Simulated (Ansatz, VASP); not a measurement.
## One calculation of Ga, two programs

```
Ga
1.0
     2.29214   -3.87074    0.00000
     2.29214    3.87074    0.00000
     0.00000    0.00000    4.57794
Ga
4
Direct
  0.84376 0.15624 0.08252
  0.65624 0.34376 0.58252
  0.15624 0.84376 0.91748
  0.34376 0.65624 0.41748
```

Alike in both runs: functional PBE; k mesh 10 × 10 × 9; occupations fermi-dirac, width 0.05 eV; no spin polarisation.

Ansatz relaxed the structure, and its values are those at the end. VASP's run is a single point on that final structure, the one shown.

|  | VASP | Ansatz |
| --- | --- | --- |
| version | VASP 6.6.1 | Ansatz 0.2.0 |
| potentials or method | VASP PAW PBE potentials, release 64 (Ga_d), cutoff 520 eV | plane-wave PAW DFT |
| valence electrons in the cell | 52 | 52 |

|  | VASP | Ansatz | Ansatz less VASP |
| --- | --- | --- | --- |
| pressure (GPa) | 0.2 | 0.0 | -0.15 |

With one functional, cell and mesh, what is left measures potentials, basis and numerics.
